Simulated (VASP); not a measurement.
# Nb (Pm-3m) in VASP: further runs

Runs on Nb. Level: r2SCAN. Tasks: single point.

Program: VASP 6.6.1. These are calculated values, not measurements. Logs are shortened: lines on timing, memory, paths and dates and some standing lists are left out, and cuts for length are marked.

## Step 1: The cell of the first run

Symmetry: Pm-3m, No. 221, cubic system. Conventional cell: a = 2.744 Å, b = 2.744 Å, c = 2.744 Å, α = 90.00°, β = 90.00°, γ = 90.00°. Nb (site symmetry m-3m) has 6 Nb at 2.74 Å within 3.6 Å.

## Step 2: Single point, r2SCAN, collinear spin, ferromagnetic start (volume scaled by 1.04)

Contents of POSCAR:

```
Nb
1.0
    2.7441189781      0.0000000000      0.0000000000
    0.0000000000      2.7441189781      0.0000000000
    0.0000000000      0.0000000000      2.7441189781
Nb
1
Direct
    0.0000000000      0.0000000000      0.0000000000
```

Contents of INCAR.step1:

```
SYSTEM = Nb
PREC     = Accurate       ! precision mode
ENCUT    = 520            ! plane-wave cutoff, eV
ISMEAR   = -1             ! smearing method
SIGMA    = 0.05           ! smearing width, eV
LREAL    = .False.        ! projectors in reciprocal space
LASPH    = .True.         ! aspherical terms in the spheres
NELM     = 150            ! most SCF steps
ISPIN    = 2              ! spin polarisation
MAGMOM   = 1              ! initial moments
LMAXMIX  = 4              ! l up to which the mixer works
NBANDS   = 16             ! bands
GGA      = PE             ! functional
ALGO     = Normal         ! electronic algorithm
EDIFF    = 1E-4           ! SCF threshold, eV
LWAVE    = .True.         ! write WAVECAR
LCHARG   = .False.        ! write CHGCAR
```

Contents of INCAR.step2:

```
SYSTEM = Nb
PREC     = Accurate       ! precision mode
ENCUT    = 520            ! plane-wave cutoff, eV
EDIFF    = 1E-6           ! SCF threshold, eV
ISMEAR   = -1             ! smearing method
SIGMA    = 0.05           ! smearing width, eV
LREAL    = .False.        ! projectors in reciprocal space
LASPH    = .True.         ! aspherical terms in the spheres
NELM     = 150            ! most SCF steps
ALGO     = Normal         ! electronic algorithm
ISIF     = 2              ! what is computed and relaxed
LWAVE    = .False.        ! write WAVECAR
LCHARG   = .False.        ! write CHGCAR
ISPIN    = 2              ! spin polarisation
MAGMOM   = 1              ! initial moments
LORBIT   = 11             ! projections on sites
LMAXMIX  = 4              ! l up to which the mixer works
METAGGA  = R2SCAN         ! meta-GGA
LMIXTAU  = .True.       
NBANDS   = 16             ! bands
ISTART   = 1
```

Contents of KPOINTS:

```
regular mesh
0
Gamma
  13 13 13
  0 0 0
```

Potentials or basis: VASP PAW PBE potentials, release 64 (Nb_sv).

Run with:

```bash
> cat potpaw_PBE.64/Nb_sv/POTCAR > POTCAR
> cp INCAR.step1 INCAR
> mpirun -np 1 vasp_std > vasp.out
> cp INCAR.step2 INCAR
> mpirun -np 1 vasp_std > vasp.out
```

OUTCAR:

```text
SYSTEM = Nb
   PREC = Accurate
   ENCUT = 520
   EDIFF = 1E-6
   ISMEAR = -1
   LREAL = .False.
   LASPH = .True.
   NELM = 150
   ISIF = 2
   ISPIN = 2
   LORBIT = 11
   METAGGA = R2SCAN
   ISTART = 1

 ion  position               nearest neighbor table
   1  0.000  0.000  0.000-

  LATTYP: Found a simple cubic cell.
 ALAT       =     2.7441189781

  Lattice vectors:

 A1 = (   2.7441189781,   0.0000000000,   0.0000000000)
 A2 = (   0.0000000000,   2.7441189781,   0.0000000000)
 A3 = (   0.0000000000,   0.0000000000,   2.7441189781)

Analysis of symmetry for initial positions (statically):
=====================================================================
 Subroutine PRICEL returns:
 Original cell was already a primitive cell.

 Routine SETGRP: Setting up the symmetry group for a
 simple cubic supercell.

 Subroutine GETGRP returns: Found 48 space group operations
 (whereof 48 operations were pure point group operations)
 out of a pool of 48 trial point group operations.

The static configuration has the point symmetry O_h .

Analysis of symmetry for dynamics (positions and initial velocities):
=====================================================================
 Subroutine PRICEL returns:
 Original cell was already a primitive cell.

 Routine SETGRP: Setting up the symmetry group for a
 simple cubic supercell.

 Subroutine GETGRP returns: Found 48 space group operations
 (whereof 48 operations were pure point group operations)
 out of a pool of 48 trial point group operations.

The dynamic configuration has the point symmetry O_h .

Analysis of structural, dynamic, and magnetic symmetry:
=====================================================================
 Subroutine PRICEL returns:
 Original cell was already a primitive cell.

 Routine SETGRP: Setting up the symmetry group for a
 simple cubic supercell.

 Subroutine GETGRP returns: Found 48 space group operations
 (whereof 48 operations were pure point group operations)
 out of a pool of 48 trial point group operations.

The overall configuration has the point symmetry O_h .

 Subroutine INISYM returns: Found 48 space group operations
 (whereof 48 operations are pure point group operations),
 and found     1 'primitive' translations

----------------------------------------------------------------------------------------

                                     Primitive cell

  volume of cell :      20.6637

[... 95 lines left out ...]
   TEBEG  =    0.0;   TEEND  =   0.0 temperature during run
   PSTRESS=    0.0 pullay stress
   NELECT =      13.0000    total number of electrons
   NUPDOWN=      -1.0000    fix difference up-down
   EMIN   =  10.00;   EMAX   =-10.00  energy-range for DOS
   EFERMI =   0.00;   METHOD = LEGACY
   ISMEAR =    -1;   SIGMA  =   0.05  broadening in eV -4-tet -1-fermi 0-gaus
   EFERMI_NEDOS =   21; number of points for ismear=-14 and -15
   IALGO  =     38    algorithm
   IMIX   =      4    mixing-type and parameters
     AMIX     =   0.40;   BMIX     =  1.00
     AMIX_MAG =   1.60;   BMIX_MAG =  1.00
  volume/ion in A,a.u.               =      20.66       139.45
  Fermi-wavevector in a.u.,A,eV,Ry     =   1.402770  2.650850 26.773035  1.967763
  Thomas-Fermi vector in A             =   2.525498
   LORBIT       =     11    0 simple, 1 ext, 2 COOP (PROOUT), +10 PAW based schemes
   METAGGA = R2SCAN    functional components
   LHFCALC =     F    Hartree Fock is set to
   AEXX    =    0.0000 exact exchange contribution
   IVDW    =     0    specifies the selected vdW correction
   LEPSILON=     F    determine dielectric tensor
   LRPA    =     F    only Hartree local field effects (RPA)
 spin polarized calculation
  energy-cutoff  :      520.00
  volume of cell :       20.66
 maximum number of plane-waves:       587
   NGX = 11   NGY = 11   NGZ = 11

 number of electron      12.9999998 magnetization      -0.0000017

 number of electron      12.9999998 magnetization       0.0000011

 Free energy of the ion-electron system (eV)
  ---------------------------------------------------
  ext. energy  EPLUGINS =         0.00000000
  ---------------------------------------------------
  free energy    TOTEN  =       -23.82691298 eV

  energy without entropy =      -23.82130612  energy(sigma->0) =      -23.82410955

 E-fermi :   9.4804     XC(G=0): -12.6946

 val. band max:        9.3824105428   @ k =   0.3846   0.3846   0.2308
 cond. band min:       9.4933060049   @ k =   0.4615   0.4615   0.1538
 fundamental gap:      0.1108954622
 Fermi energy:         9.4804489944

 spin component 1

 k-point     1 :       0.0000    0.0000    0.0000
  band No.  band energies     occupation
      1     -47.0507      1.00000
      2     -21.6388      1.00000
      3     -21.6388      1.00000
      4     -21.6388      1.00000
      5       3.5860      1.00000
      6       6.5314      1.00000
[... 435 lines left out ...]
      5       6.5163      1.00000
      6       7.7727      1.00000
[... 8 lines left out ...]
     15      31.7091      0.00000
     16      33.3757      0.00000

 [... further k-points ...]

 spin component 2

 k-point     1 :       0.0000    0.0000    0.0000
  band No.  band energies     occupation
      1     -47.0507      1.00000
      2     -21.6388      1.00000
      3     -21.6388      1.00000
      4     -21.6388      1.00000
      5       3.5860      1.00000
      6       6.5314      1.00000
[... 435 lines left out ...]
      5       6.5163      1.00000
      6       7.7727      1.00000
[... 8 lines left out ...]
     15      31.7091      0.00000
     16      33.3757      0.00000

 [... further k-points ...]
[... 5 lines left out ...]
  --------------------------------------------------------------------------------------
  -------------------------------------------------------------------------------------
  Total       -0.7222155     -0.7222155     -0.7222155     -0.0000000     -0.0000000      0.0000000
  in kB      -55.9974936    -55.9974936    -55.9974936     -0.0000000     -0.0000000      0.0000000
  external PRESSURE =     -55.9974936 kB  Pullay stress =       0.0000000 kB

 VOLUME and BASIS-vectors are now :
 -----------------------------------------------------------------------------
  energy-cutoff  :      520.00
  volume of cell :       20.66
      direct lattice vectors                 reciprocal lattice vectors
     2.744118978  0.000000000  0.000000000     0.364415686  0.000000000  0.000000000
     0.000000000  2.744118978  0.000000000     0.000000000  0.364415686  0.000000000
     0.000000000  0.000000000  2.744118978     0.000000000  0.000000000  0.364415686

 POSITION                                       TOTAL-FORCE (eV/Angst)
 -----------------------------------------------------------------------------------
      0.00000      0.00000      0.00000         0.000000      0.000000      0.000000
 -----------------------------------------------------------------------------------
    total drift:                                0.000000      0.000000      0.000000

  FREE ENERGIE OF THE ION-ELECTRON SYSTEM (eV)
  ---------------------------------------------------
  free  energy   TOTEN  =       -23.8269129811 eV

  energy  without entropy=      -23.8213061204  energy(sigma->0) =      -23.82410955

 total charge

# of ion       s       p       d       tot
------------------------------------------
    1        2.225   5.959   2.574  10.759

 magnetization (x)

# of ion       s       p       d       tot
------------------------------------------
    1       -0.000  -0.000  -0.000  -0.000
```

OUTCAR.step1:

```text
SYSTEM = Nb
   PREC = Accurate
   ENCUT = 520
   ISMEAR = -1
   LREAL = .False.
   LASPH = .True.
[... 1151 lines left out ...]
 -----------------------------------------------------------------------------------
      0.00000      0.00000      0.00000         0.000000      0.000000      0.000000
 -----------------------------------------------------------------------------------
    total drift:                                0.000000      0.000000      0.000000

  FREE ENERGIE OF THE ION-ELECTRON SYSTEM (eV)
  ---------------------------------------------------
  free  energy   TOTEN  =        -9.2370869454 eV

  energy  without entropy=       -9.2300390277  energy(sigma->0) =       -9.23356299
```

It took 88 s on 1 thread of Intel Xeon Platinum 8488C (Sapphire Rapids), shared host; peak memory 0.16 GiB.

What came out:

| Item | Value |
| --- | --- |
| Free energy | -23.8269 eV |
| Pressure | -5.6 GPa |
| Net moment | 0.00 μB per cell |
| Valence electrons inside the program's atomic spheres | Nb 10.76 |

Caveat: the PAW data sets were made with another functional, which shifts forces and pressure a little.

## Step 3: Single point, r2SCAN, collinear spin, ferromagnetic start (volume scaled by 1.08)

Contents of POSCAR:

```
Nb
1.0
    2.7788583492      0.0000000000      0.0000000000
    0.0000000000      2.7788583492      0.0000000000
    0.0000000000      0.0000000000      2.7788583492
Nb
1
Direct
    0.0000000000      0.0000000000      0.0000000000
```

Contents of INCAR.step1:

```
SYSTEM = Nb
  PREC = Accurate
  ENCUT = 520
  ISMEAR = -1
  SIGMA = 0.05
  LREAL = .False.
  LASPH = .True.
  NELM = 150
  ISPIN = 2
  MAGMOM = 1
  LMAXMIX = 4
  NBANDS = 16
  GGA = PE
  ALGO = Normal
  EDIFF = 1E-4
  LWAVE = .True.
  LCHARG = .False.
```

Contents of INCAR.step2:

```
SYSTEM = Nb
  PREC = Accurate
  ENCUT = 520
  EDIFF = 1E-6
  ISMEAR = -1
  SIGMA = 0.05
  LREAL = .False.
  LASPH = .True.
  NELM = 150
  ALGO = Normal
  ISIF = 2
  LWAVE = .False.
  LCHARG = .False.
  ISPIN = 2
  MAGMOM = 1
  LORBIT = 11
  LMAXMIX = 4
  METAGGA = R2SCAN
  LMIXTAU = .True.
  NBANDS = 16
  ISTART = 1
```

KPOINTS is that of step 2.

Potentials or basis: VASP PAW PBE potentials, release 64 (Nb_sv).

Run with:

```bash
> cat potpaw_PBE.64/Nb_sv/POTCAR > POTCAR
> cp INCAR.step1 INCAR
> mpirun -np 1 vasp_std > vasp.out
> cp INCAR.step2 INCAR
> mpirun -np 1 vasp_std > vasp.out
```

It took 90 s on 1 thread of Intel Xeon Platinum 8488C (Sapphire Rapids), shared host; peak memory 0.17 GiB.

Results (log left out):

```
Free energy                                           : -23.7893 eV
Pressure                                              : -9.6 GPa
Net moment                                            : 0.00 μB per cell
Valence electrons inside the program's atomic spheres : Nb 10.71
```

Levels at points of the mesh, in eV from the Fermi level:
Spin up:
```tsv
k point	band 5	band 6	band 7	band 8	band 9	band 10
(0.00, 0.00, 0.00)	-5.80	-2.81	-2.81	5.02	5.02	5.02
```
Spin down:
| k point | band 5 | band 6 | band 7 | band 8 | band 9 | band 10 |
| --- | --- | --- | --- | --- | --- | --- |
| (0.00, 0.00, 0.00) | -5.80 | -2.81 | -2.81 | 5.02 | 5.02 | 5.02 |

Caveat: the PAW data sets were made with another functional, which shifts forces and pressure a little.
